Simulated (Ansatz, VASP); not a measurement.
# One calculation of SrCl2, two programs

File POSCAR:

```
SrCl2
1.0
    0.0000000000      3.6249200000      3.6249200000
    3.6249200000      0.0000000000      3.6249200000
    3.6249200000      3.6249200000      0.0000000000
Sr Cl
1 2
Direct
    0.0000000000      0.0000000000      0.0000000000
    0.2500000000      0.2500000000      0.2500000000
    0.7500000000      0.7500000000      0.7500000000
```

Contents of INCAR.step1:

```
PREC     = Accurate       # precision mode
ENCUT    = 520            # plane-wave cutoff, eV
ISMEAR   = 0              # smearing method
SIGMA    = 0.05           # smearing width, eV
LREAL    = False          # projectors in reciprocal space
LASPH    = True           # aspherical terms in the spheres
NELM     = 80             # most SCF steps
NBANDS   = 19             # bands
GGA      = PE             # functional
ALGO     = Normal         # electronic algorithm
EDIFF    = 1E-4           # SCF threshold, eV
LWAVE    = True           # write WAVECAR
LCHARG   = False          # write CHGCAR
```

INCAR.step2

```
PREC     = Accurate       # precision mode
ENCUT    = 520            # plane-wave cutoff, eV
EDIFF    = 1E-6           # SCF threshold, eV
ISMEAR   = 0              # smearing method
SIGMA    = 0.05           # smearing width, eV
LREAL    = False          # projectors in reciprocal space
LASPH    = True           # aspherical terms in the spheres
NELM     = 80             # most SCF steps
ALGO     = Normal         # electronic algorithm
ISIF     = 2              # what is computed and relaxed
LWAVE    = False          # write WAVECAR
LCHARG   = False          # write CHGCAR
METAGGA  = R2SCAN         # meta-GGA
LMIXTAU  = True         
NBANDS   = 19             # bands
ISTART   = 1
```

Contents of KPOINTS:

```
Automatic mesh
0
Gamma
  6 6 6
```

Input for Ansatz:

```yaml
crystal:
  lattice:
    - [0.0, 3.62492, 3.62492]
    - [3.62492, 0.0, 3.62492]
    - [3.62492, 3.62492, 0.0]
  atoms:
    - { symbol: Sr, position: [0.0, 0.0, 0.0] }
    - { symbol: Cl, position: [0.25, 0.25, 0.25] }
    - { symbol: Cl, position: [0.75, 0.75, 0.75] }
basis:
  ecutwfc: 500
kpoints:
  mp_grid: { grid: [6, 6, 6] }
hamiltonian:
  xc: r2scan
scf:
  occupations: { method: gaussian, width: 0.05 }
output:
  forces: true
  stress: true
  eigenvalues: true
  write_density: true
  write_potential: true
  elf: true
  volumetric_format: npy
```

Change from the starting cell: strain +0.040 along x and y, +0.040 along z, atoms carried along.

Alike in both runs: task single point; functional r2SCAN; k mesh 6 × 6 × 6; occupations gaussian, width 0.05 eV; no spin polarisation.

```csv
,VASP,Ansatz
version,VASP 6.6.1,Ansatz 0.2.0
potentials or method,"VASP PAW PBE potentials, release 64 (Sr_sv, Cl), cutoff 520 eV","scalar-relativistic, plane waves, PAW"
valence electrons in the cell,24,24
```

```tsv
	VASP	Ansatz	Ansatz less VASP
gap on the k mesh at the Fermi level (eV)	5.55	5.54	-0.002
least direct gap on the mesh (eV)	5.85	5.84	-0.004
pressure (GPa)	-3.2	-3.2	-0.01
```

VASP's potentials were made for PBE, not for r2SCAN. The functional is the same, so the differences come from potentials, cutoffs and numerics.
